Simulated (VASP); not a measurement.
# HgTe (Imm2) in VASP: notebook, part 2 of 2

VASP 6.6.1.

## 4. Single point, PBE (strain -0.0100 x Voigt [0, 0, 0, 0, 0, 1])

INCAR

```
SYSTEM = HgTe
  PREC = Accurate
  ENCUT = 520
  EDIFF = 1E-6
  ISMEAR = 0
  SIGMA = 0.15
  LREAL = .False.
  LASPH = .True.
  NELM = 60
  ALGO = Normal
  ISIF = 2
  LWAVE = .False.
  LCHARG = .False.
  GGA = PE
  NBANDS = 16
```

KPOINTS

```
Automatic mesh
0
Gamma
  14 14 14
  0 0 0
```

POSCAR

```
HgTe
1.0
   -0.0161175000      3.2235000000      3.2235000000
    3.2235000000     -0.0161175000      3.2235000000
    3.2073825000      3.2073825000      0.0000000000
Hg Te
1 1
Direct
    0.0000000000      0.0000000000      0.0000000000
    0.7500000000      0.7500000000      0.7500000000
```

Potentials or basis: VASP PAW PBE potentials, release 64 (Hg, Te).

Started as:

```bash
$ cat potpaw_PBE.64/Hg/POTCAR potpaw_PBE.64/Te/POTCAR > POTCAR
$ mpirun -np 1 vasp_std > vasp.out
```

OUTCAR:

```text
SYSTEM = HgTe
   PREC = Accurate
   ENCUT = 520
   EDIFF = 1E-6
   ISMEAR = 0
   LREAL = .False.
   LASPH = .True.
   NELM = 60
   ISIF = 2
   GGA = PE

 ion  position               nearest neighbor table
   1  0.000  0.000  0.000-   2 2.78   2 2.78   2 2.80   2 2.80
   2  0.750  0.750  0.750-   1 2.78   1 2.78   1 2.80   1 2.80

  LATTYP: Found a body centered orthorhombic cell.
 ALAT       =     4.5359238312
 B/A-ratio  =     1.0100502513
 C/A-ratio  =     1.4213201632

  Lattice vectors:

 A1 = (   0.0161175000,  -3.2235000000,  -3.2235000000)
 A2 = (  -0.0161175000,   3.2235000000,  -3.2235000000)
 A3 = (   3.2235000000,  -0.0161175000,   3.2235000000)

Analysis of symmetry for initial positions (statically):
=====================================================================
 Subroutine PRICEL returns:
 Original cell was already a primitive cell.

 Routine SETGRP: Setting up the symmetry group for a
 body centered orthorhombic supercell.

 Subroutine GETGRP returns: Found  4 space group operations
 (whereof  4 operations were pure point group operations)
 out of a pool of  8 trial point group operations.

[... 162 lines left out ...]

 E-fermi :   3.3182     XC(G=0):  -8.7801

 val. band max:        3.1977066324   @ k =   0.0000   0.0000   0.0000
 cond. band min:       3.5538131001   @ k =   0.0714   0.0000   0.0000
 fundamental gap:      0.3561064677
 Fermi energy:         3.3181802009

 k-point     1 :       0.0000    0.0000    0.0000
  band No.  band energies     occupation
      1      -8.8637      2.00000
      2      -4.2272      2.00000
      3      -4.2194      2.00000
      4      -4.2117      2.00000
      5      -3.6796      2.00000
      6      -3.6795      2.00000
[... 433 lines left out ...]
      3      -4.1111      2.00000
      4      -4.0466      2.00000
      5      -3.7000      2.00000
      6      -3.6573      2.00000
[... 8 lines left out ...]
     15      12.2513      0.00000
     16      12.6714      0.00000

 [... further k-points ...]

------------------------ aborting loop because EDIFF is reached ----------------------------------------

  FORCE on cell =-STRESS in cart. coord.  units (eV):
  Direction    XX          YY          ZZ          XY          YZ          ZX
  --------------------------------------------------------------------------------------
  -------------------------------------------------------------------------------------
  Total        1.7325030      1.7325030      1.7315481      0.1849785      0.0000000      0.0000000
  in kB       41.4364372     41.4364372     41.4135992      4.4241475      0.0000000      0.0000000
  external PRESSURE =      41.4288246 kB  Pullay stress =       0.0000000 kB

 VOLUME and BASIS-vectors are now :
 -----------------------------------------------------------------------------
  energy-cutoff  :      520.00
  volume of cell :       66.99
      direct lattice vectors                 reciprocal lattice vectors
    -0.016117500  3.223500000  3.223500000    -0.154339208  0.154339208  0.155110904
     3.223500000 -0.016117500  3.223500000     0.154339208 -0.154339208  0.155110904
     3.207382500  3.207382500  0.000000000     0.155890356  0.155890356 -0.155110904

 POSITION                                       TOTAL-FORCE (eV/Angst)
 -----------------------------------------------------------------------------------
      0.00000      0.00000      0.00000        -0.000000     -0.000000      0.068042
      4.81107      4.81107      4.83525         0.000000      0.000000     -0.068042
 -----------------------------------------------------------------------------------
    total drift:                                0.000000      0.000000     -0.000214

  FREE ENERGIE OF THE ION-ELECTRON SYSTEM (eV)
  ---------------------------------------------------
  free  energy   TOTEN  =        -3.5717480632 eV

  energy  without entropy=       -3.5715438839  energy(sigma->0) =       -3.57164597
```

stdout:

```text
POSCAR found type information on POSCAR HgTe
 POSCAR found :  2 types and       2 ions
 scaLAPACK will be used
 LDA part: xc-table for (Slater+PW92), standard interpolation
 POSCAR, INCAR and KPOINTS ok, starting setup
 FFT: planning ... GRIDC
 FFT: planning ... GRID_SOFT
 FFT: planning ... GRID
 WAVECAR not read
 entering main loop
```

Wall time 7 min (1 thread of Intel Xeon Platinum 8375C at 2.90GHz (Ice Lake), shared host); peak memory 0.58 GiB.

Results:

| Property | Result |
| --- | --- |
| Free energy | -3.5717 eV |
| Pressure | 4.1 GPa |
| Largest force | 0.068 eV/Å |
| Band gap on the k mesh | 0.01 eV |

Forces on the atoms (eV/Å):
```
Hg   0.000  0.000  0.068
Te   0.000  0.000 -0.068
```

Stress tensor (GPa, compression positive):
```
4.14 0.44 0.00
0.44 4.14 0.00
0.00 0.00 4.14
```

Caveat: the cell differs from its parent crystal (strain -0.0100 x Voigt [0, 0, 0, 0, 0, 1]); the cell stands under pressure; the smearing spreads over this small gap; spin-orbit coupling is left out, which moves the levels of the heavy elements. A k mesh can miss the band edges.

## 5. Single point, PBE (strain +0.0050 x Voigt [0, 0, 0, 0, 0, 1])

INCAR

```
PREC = Accurate
ENCUT = 520
EDIFF = 1E-6
ISMEAR = 0
SIGMA = 0.15
LREAL = False
LASPH = True
NELM = 60
ALGO = Normal
ISIF = 2
LWAVE = False
LCHARG = False
GGA = PE
NBANDS = 16
```

KPOINTS

```
regular mesh
0
Gamma
  14 14 14
```

POSCAR

```
HgTe
1.0
    0.0080587500      3.2235000000      3.2235000000
    3.2235000000      0.0080587500      3.2235000000
    3.2315587500      3.2315587500      0.0000000000
Hg Te
1 1
Direct
    0.0000000000      0.0000000000      0.0000000000
    0.7500000000      0.7500000000      0.7500000000
```

Potentials or basis: VASP PAW PBE potentials, release 64 (Hg, Te).

Started as:

```bash
$ cat potpaw_PBE.64/Hg/POTCAR potpaw_PBE.64/Te/POTCAR > POTCAR
$ mpirun -np 1 vasp_std > vasp.out
```

OUTCAR:

```text
PREC = Accurate
   ENCUT = 520
   EDIFF = 1E-6
   ISMEAR = 0
   LREAL = False
   LASPH = True
   NELM = 60
   ISIF = 2
   GGA = PE

 ion  position               nearest neighbor table
   1  0.000  0.000  0.000-   2 2.79   2 2.79   2 2.80   2 2.80
   2  0.750  0.750  0.750-   1 2.79   1 2.79   1 2.80   1 2.80

  LATTYP: Found a body centered orthorhombic cell.
 ALAT       =     4.5473206248
 B/A-ratio  =     1.0050125313
 C/A-ratio  =     1.4177579573

  Lattice vectors:

 A1 = (   3.2235000000,   0.0080587500,  -3.2235000000)
[... 627 lines left out ...]
      4      -4.0595      2.00000
      5      -3.7003      2.00000
      6      -3.6576      2.00000
[... 8 lines left out ...]
     15      12.2902      0.00000
     16      12.6289      0.00000

 [... further k-points ...]
[... 5 lines left out ...]
  --------------------------------------------------------------------------------------
  -------------------------------------------------------------------------------------
  Total        1.7296468      1.7296468      1.7294132     -0.0924550      0.0000000      0.0000000
  in kB       41.3673495     41.3673495     41.3617637     -2.2112146      0.0000000      0.0000000
  external PRESSURE =      41.3654875 kB  Pullay stress =       0.0000000 kB

 VOLUME and BASIS-vectors are now :
 -----------------------------------------------------------------------------
  energy-cutoff  :      520.00
  volume of cell :       66.99
      direct lattice vectors                 reciprocal lattice vectors
     0.008058750  3.223500000  3.223500000    -0.155499653  0.155499653  0.155110904
     3.223500000  0.008058750  3.223500000     0.155499653 -0.155499653  0.155110904
     3.231558750  3.231558750  0.000000000     0.154724094  0.154724094 -0.155110904

 POSITION                                       TOTAL-FORCE (eV/Angst)
 -----------------------------------------------------------------------------------
      0.00000      0.00000      0.00000        -0.000000     -0.000000     -0.034003
      4.84734      4.84734      4.83525         0.000000      0.000000      0.034003
 -----------------------------------------------------------------------------------
    total drift:                                0.000000      0.000000      0.000097

  FREE ENERGIE OF THE ION-ELECTRON SYSTEM (eV)
  ---------------------------------------------------
  free  energy   TOTEN  =        -3.5724743241 eV

  energy  without entropy=       -3.5722694094  energy(sigma->0) =       -3.57237187
```

stdout:

```text
POSCAR found type information on POSCAR HgTe
 POSCAR found :  2 types and       2 ions
 scaLAPACK will be used
 LDA part: xc-table for (Slater+PW92), standard interpolation
 POSCAR, INCAR and KPOINTS ok, starting setup
 FFT: planning ... GRIDC
 FFT: planning ... GRID_SOFT
 FFT: planning ... GRID
 WAVECAR not read
 entering main loop
```

Run time: 7.5 min. Hardware: 1 thread of Intel Xeon Platinum 8375C at 2.90GHz (Ice Lake), shared host; peak memory 0.58 GiB.

What came out:

```yaml
Free_energy: -3.5725 eV
Pressure: 4.1 GPa
Largest_force: 0.034 eV/Å
Band_gap_on_the_k_mesh: 0.01 eV
```

Forces in eV/Å, atoms in the order of the input:
```
Hg   0.000  0.000 -0.034
Te   0.000  0.000  0.034
```

Caveat: the cell differs from its parent crystal (strain +0.0050 x Voigt [0, 0, 0, 0, 0, 1]); the cell stands under pressure; the smearing spreads over this small gap; spin-orbit coupling is left out, which moves the levels of the heavy elements.

## 6. Overview

| cell | gap on the mesh (eV) | pressure (GPa) | largest force (eV/Å) |
| --- | --- | --- | --- |
| a = 4.559, b = 4.559, c = 4.513 Å, angles 60.3, 60.3, 60.7°, 2 atoms | 0.03 | 4.2 | 0.14 |
| a = 4.559, b = 4.559, c = 4.593 Å, angles 59.8, 59.8, 59.5°, 2 atoms | 0.02 | 4.2 | 0.10 |
| a = 4.559, b = 4.559, c = 4.536 Å, angles 60.2, 60.2, 60.3°, 2 atoms | 0.01 | 4.1 | 0.07 |
| a = 4.559, b = 4.559, c = 4.570 Å, angles 59.9, 59.9, 59.8°, 2 atoms | 0.01 | 4.1 | 0.03 |

Alike in all rows: task single point; level PBE; potentials or basis VASP PAW PBE potentials, release 64 (Hg, Te); no spin polarisation; k mesh 14 × 14 × 14; cutoff (eV) 520; smearing gaussian 0.15 eV.

Caveats: the cell stands under pressure; the smearing spreads over this small gap; spin-orbit coupling is left out, which moves the levels of the heavy elements.

Absolute energies hang on the potentials; compare differences alone.

The gap in the log of VASP goes by the Fermi energy; the results here count the filled bands.